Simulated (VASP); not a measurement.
# HfN (P1) in VASP: single point with PBE

Aim: the single point of HfN with PBE.

All numbers are computed with VASP 6.6.1; they aren't measurements. Logs are shortened: lines on timing, memory, paths and dates and some standing lists are left out, and cuts for length are marked.

### 1 The cell of the first run

The typed cell holds 16 atoms: a = 6.411 Å, b = 6.411 Å, c = 6.411 Å, α = 60.00°, β = 60.00°, γ = 60.00°.

### 2 Single point, PBE

INCAR reads:

```
SYSTEM = HfN
PREC = Accurate
ENCUT = 520
EDIFF = 1E-7
ISMEAR = -1
SIGMA = 0.05
LREAL = Auto
LASPH = .True.
NELM = 100
ALGO = Normal
ISIF = 2
LWAVE = .False.
LCHARG = .False.
GGA = PE
NBANDS = 74
```

KPOINTS reads:

```
Automatic mesh
0
Gamma
  2 2 2
  0.5 0.5 0.5
```

POSCAR reads:

```
HfN
1.0
   -4.5330100770      4.5330100770      0.0000000000
   -4.5330100770      0.0000000000      4.5330100770
    0.0000000000      4.5330100770      4.5330100770
Hf N
8 8
Direct
   -0.0089200111      0.0122427480     -0.0012767455
    0.4993007872     -0.0016647878     -0.0130477319
   -0.0217128350      0.5061948818      0.0080038428
   -0.0118049594      0.0063130237      0.5153418943
    0.5223757415      0.5211507276     -0.0330337893
    0.5031127135      0.0000886828      0.5048521757
   -0.0005284568      0.5064084264      0.4917601025
    0.4873235361      0.4992749766      0.5047836782
    0.7530181804      0.7643735490      0.7361459479
    0.2427111304      0.7489769364      0.7409610707
    0.7409630561      0.2504666834      0.7554988720
    0.7422308671      0.7563290047      0.2502094592
    0.2505529396      0.2557852245      0.7498094957
    0.2530662806      0.7364881047      0.2495783113
    0.7511140373      0.2622130725      0.2368369983
    0.2471747208      0.2536734930      0.2482523711
```

Potentials or basis: VASP PAW PBE potentials, release 64 (Hf_pv, N).

Launch:

```sh
$ cat potpaw_PBE.64/Hf_pv/POTCAR potpaw_PBE.64/N/POTCAR > POTCAR
$ mpirun -np 1 vasp_std > vasp.out
```

OUTCAR:

```text
SYSTEM = HfN
   PREC = Accurate
   ENCUT = 520
   EDIFF = 1E-7
   ISMEAR = -1
   LREAL = Auto
   LASPH = .True.
   NELM = 100
   ISIF = 2
   GGA = PE

 ion  position               nearest neighbor table
   1  0.991  0.012  0.999-  15 2.21  11 2.24  13 2.28  12 2.29  14 2.33  10 2.36   4 3.13   5 3.14
                             3 3.16   2 3.18   6 3.19   7 3.20   7 3.21   6 3.23   2 3.24   3 3.26
   2  0.499  0.998  0.987-   9 2.20  13 2.20  11 2.24  12 2.30  14 2.30  16 2.34   5 3.05   6 3.07
                             4 3.08   3 3.11   8 3.15   1 3.18   1 3.24   8 3.26   3 3.30   4 3.33
   3  0.978  0.506  0.008-  15 2.14  12 2.23   9 2.26  10 2.30  13 2.31  16 2.31   5 3.01   2 3.11
                             1 3.16   8 3.17   7 3.17   4 3.18   4 3.23   7 3.24   8 3.24   1 3.26
   4  0.988  0.006  0.515-   9 2.17  10 2.18  11 2.20  16 2.30  15 2.34  14 2.43   2 3.08   1 3.13
                             6 3.16   7 3.17   3 3.18   8 3.19   8 3.23   3 3.23   7 3.25   6 3.25
   5  0.522  0.521  0.967-   9 2.15  11 2.20  15 2.26  14 2.27  10 2.30  16 2.46   3 3.01   6 3.02
                             2 3.05   7 3.05   1 3.14   8 3.16   8 3.28   1 3.28   7 3.36   2 3.36
   6  0.503  0.000  0.505-   9 2.18  12 2.26  13 2.27  15 2.31  10 2.32  16 2.32   5 3.02   2 3.07
                             8 3.15   4 3.16   7 3.17   1 3.19   1 3.23   7 3.24   4 3.25   8 3.26
   7  0.999  0.506  0.492-  14 2.19  16 2.25  12 2.26   9 2.28  13 2.31  11 2.33   5 3.05   8 3.15
                             4 3.17   3 3.17   6 3.17   1 3.20   1 3.21   6 3.24   3 3.24   4 3.25
   8  0.487  0.499  0.505-  13 2.18  10 2.20  14 2.22  11 2.29  15 2.29  12 2.32   7 3.15   6 3.15
                             2 3.15   5 3.16   3 3.17   4 3.19   4 3.23   3 3.24   2 3.26   6 3.26
   9  0.753  0.764  0.736-   5 2.15   4 2.17   6 2.18   2 2.20   3 2.26   7 2.28
  10  0.243  0.749  0.741-   4 2.18   8 2.20   3 2.30   5 2.30   6 2.32   1 2.36
  11  0.741  0.250  0.755-   4 2.20   5 2.20   1 2.24   2 2.24   8 2.29   7 2.33
  12  0.742  0.756  0.250-   3 2.23   6 2.26   7 2.26   1 2.29   2 2.30   8 2.32
  13  0.251  0.256  0.750-   8 2.18   2 2.20   6 2.27   1 2.28   7 2.31   3 2.31
  14  0.253  0.736  0.250-   7 2.19   8 2.22   5 2.27   2 2.30   1 2.33   4 2.43
  15  0.751  0.262  0.237-   3 2.14   1 2.21   5 2.26   8 2.29   6 2.31   4 2.34
  16  0.247  0.254  0.248-   7 2.25   4 2.30   3 2.31   6 2.32   2 2.34   5 2.46

  LATTYP: Found a face centered cubic cell.
 ALAT       =     9.0660201540

  Lattice vectors:

 A1 = (  -4.5330100770,   4.5330100770,   0.0000000000)
 A2 = (  -4.5330100770,   0.0000000000,   4.5330100770)
 A3 = (   0.0000000000,   4.5330100770,   4.5330100770)

Analysis of symmetry for initial positions (statically):
=====================================================================
 Subroutine PRICEL returns:
 Original cell was already a primitive cell.

 Routine SETGRP: Setting up the symmetry group for a
 face centered cubic supercell.

 Subroutine GETGRP returns: Found  1 space group operations
 (whereof  1 operations were pure point group operations)
[... 150 lines left out ...]
   ISMEAR =    -1;   SIGMA  =   0.05  broadening in eV -4-tet -1-fermi 0-gaus
   EFERMI_NEDOS =   21; number of points for ismear=-14 and -15
   IALGO  =     38    algorithm
   IMIX   =      4    mixing-type and parameters
     AMIX     =   0.40;   BMIX     =  1.00
     AMIX_MAG =   1.60;   BMIX_MAG =  1.00
  volume/ion in A,a.u.               =      11.64        78.57
  Fermi-wavevector in a.u.,A,eV,Ry     =   1.413856  2.671801 27.197900  1.998989
  Thomas-Fermi vector in A             =   2.535459
   LORBIT       =      0    0 simple, 1 ext, 2 COOP (PROOUT), +10 PAW based schemes
   GGA     = PE    functional components
   LHFCALC =     F    Hartree Fock is set to
   AEXX    =    0.0000 exact exchange contribution
   IVDW    =     0    specifies the selected vdW correction
   LEPSILON=     F    determine dielectric tensor
   LRPA    =     F    only Hartree local field effects (RPA)
 non-spin polarized calculation
  energy-cutoff  :      520.00
  volume of cell :      186.29
 maximum number of plane-waves:      5020
   NGX = 23   NGY = 23   NGZ = 23

 number of electron     120.0000002 magnetization

 Free energy of the ion-electron system (eV)
  ---------------------------------------------------
  ext. energy  EPLUGINS =         0.00000000
  ---------------------------------------------------
  free energy    TOTEN  =      -173.09709817 eV

  energy without entropy =     -173.05989935  energy(sigma->0) =     -173.07849876

 E-fermi :   8.2843     XC(G=0): -12.6679

 val. band max:        8.2487582778   @ k =   0.0000   0.0000  -0.2500
 cond. band min:       8.3511532891   @ k =   0.2500  -0.2500   0.2500
 fundamental gap:      0.1023950113
 Fermi energy:         8.2842527342

 k-point     1 :       0.2500    0.2500    0.2500
  band No.  band energies     occupation
      1     -23.8036      2.00000
      2     -23.7779      2.00000
      3     -23.7590      2.00000
      4     -23.7166      2.00000
      5     -23.6463      2.00000
      6     -23.6332      2.00000
[... 1189 lines left out ...]
     71      11.4478      0.00000
     72      11.5230      0.00000
 [bands above 72 left out]

------------------------ aborting loop because EDIFF is reached ----------------------------------------

  FORCE on cell =-STRESS in cart. coord.  units (eV):
  Direction    XX          YY          ZZ          XY          YZ          ZX
  --------------------------------------------------------------------------------------
  -------------------------------------------------------------------------------------
  Total        4.9046503      2.4115585      3.0942269     -0.2860352      0.1572493     -0.4850709
  in kB       42.1821374     20.7404580     26.6117042     -2.4600280      1.3524126     -4.1718219
  external PRESSURE =      29.8447665 kB  Pullay stress =       0.0000000 kB

 VOLUME and BASIS-vectors are now :
 -----------------------------------------------------------------------------
  energy-cutoff  :      520.00
  volume of cell :      186.29
      direct lattice vectors                 reciprocal lattice vectors
    -4.533010077  4.533010077  0.000000000    -0.110301983  0.110301983 -0.110301983
    -4.533010077  0.000000000  4.533010077    -0.110301983 -0.110301983  0.110301983
     0.000000000  4.533010077  4.533010077     0.110301983  0.110301983  0.110301983

 POSITION                                       TOTAL-FORCE (eV/Angst)
 -----------------------------------------------------------------------------------
     -4.54807      9.01980      4.58272        -0.145991      0.284025     -0.707372
     -6.78880      6.73720      8.99933        -0.003195      0.590958      0.764645
     -6.72917      4.47087      2.33087        -1.423511     -0.257514     -0.744000
     -4.50812      6.81555      2.36467         0.270640     -0.663896     -0.949239
     -4.73032      6.75120      6.74565         1.897917     -0.210663      0.313525
     -2.28102      4.56912      2.28890        -0.211282     -0.591615     -0.372486
[... 8 lines left out ...]
     -4.59342      4.47839      2.26220         1.021532      0.425274      0.429669
     -2.27035      2.24578      2.27523        -0.003262     -0.128899     -0.098125
 -----------------------------------------------------------------------------------
    total drift:                                0.002658      0.000104     -0.000679

  FREE ENERGIE OF THE ION-ELECTRON SYSTEM (eV)
  ---------------------------------------------------
  free  energy   TOTEN  =      -173.0970981660 eV

  energy  without entropy=     -173.0598993528  energy(sigma->0) =     -173.07849876
```

OSZICAR:

```text
N       E                     dE             d eps       ncg     rms          rms(c)
DAV:   1     0.690772749654E+03    0.69077E+03   -0.66686E+04  2368   0.163E+03
DAV:   2    -0.143718670544E+03   -0.83449E+03   -0.80698E+03  2872   0.423E+02
DAV:   3    -0.196200567907E+03   -0.52482E+02   -0.51765E+02  2888   0.857E+01
DAV:   4    -0.197232235154E+03   -0.10317E+01   -0.10242E+01  2840   0.123E+01
DAV:   5    -0.197250727992E+03   -0.18493E-01   -0.18431E-01  2816   0.143E+00    0.139E+02
DAV:   6    -0.173601777334E+03    0.23649E+02   -0.13320E+02  2678   0.338E+01    0.111E+02
DAV:   7    -0.173220805663E+03    0.38097E+00   -0.92688E+00  2712   0.112E+01    0.568E+01
DAV:   8    -0.173149240399E+03    0.71565E-01   -0.48719E-01  2920   0.322E+00    0.128E+01
DAV:   9    -0.173102300640E+03    0.46940E-01   -0.30704E-01  2832   0.178E+00    0.635E+00
DAV:  10    -0.173097314810E+03    0.49858E-02   -0.35006E-02  2800   0.735E-01    0.629E-01
DAV:  11    -0.173097093928E+03    0.22088E-03   -0.27064E-03  3032   0.242E-01    0.261E-01
DAV:  12    -0.173097120787E+03   -0.26859E-04   -0.60646E-04  2816   0.845E-02    0.138E-01
DAV:  13    -0.173097100357E+03    0.20430E-04   -0.68909E-05  2792   0.336E-02    0.273E-02
DAV:  14    -0.173097097843E+03    0.25138E-05   -0.93120E-06  2880   0.135E-02    0.346E-02
DAV:  15    -0.173097098588E+03   -0.74511E-06   -0.18339E-06  2576   0.485E-03    0.368E-03
DAV:  16    -0.173097098245E+03    0.34276E-06   -0.17344E-07  1904   0.186E-03    0.166E-03
DAV:  17    -0.173097098166E+03    0.79417E-07   -0.38822E-08  1664   0.866E-04
   1 F= -.17309710E+03 E0= -.17307850E+03  d E =-.371988E-01
```

stdout:

```text
POSCAR found type information on POSCAR HfN
 POSCAR found :  2 types and      16 ions
 scaLAPACK will be used
 LDA part: xc-table for (Slater+PW92), standard interpolation
 POSCAR, INCAR and KPOINTS ok, starting setup
 FFT: planning ... GRIDC
 FFT: planning ... GRID_SOFT
 FFT: planning ... GRID
 WAVECAR not read
 entering main loop
```

It took 13 min on 1 thread of Intel Xeon Platinum 8259CL at 2.50GHz (Skylake/Cascade Lake), shared host; peak memory 0.4 GiB.

Results:

| Quantity | Value |
| --- | --- |
| Free energy | -173.0971 eV |
| Pressure | 3.0 GPa |
| Largest force | 1.935 eV/Å |
| Band gap on the k mesh | 0.10 eV |

Forces on the atoms (eV/Å):
```
Hf  -0.146  0.284 -0.707
Hf  -0.003  0.591  0.765
Hf  -1.424 -0.258 -0.744
Hf   0.271 -0.664 -0.949
Hf   1.898 -0.211  0.314
Hf  -0.211 -0.592 -0.372
Hf   0.341  0.344  0.839
Hf  -0.701  0.353 -0.351
N    0.066  0.617 -0.336
N   -0.428  0.696  0.745
N   -0.568 -0.294 -0.056
N    0.018 -0.071 -0.187
N    0.530 -0.561  0.106
N   -0.662 -0.532  0.603
N    1.022  0.425  0.430
N   -0.003 -0.129 -0.098
```

Caveat: the k points lie up to 0.60 Å⁻¹ apart; the atoms stand as in a frame of molecular dynamics; spin-orbit coupling is left out, which moves the levels of the heavy elements; a shifted mesh leaves out Γ, where band edges can lie; forces of over 1 eV/Å act on the atoms, so gaps and moduli don't describe the material at rest.
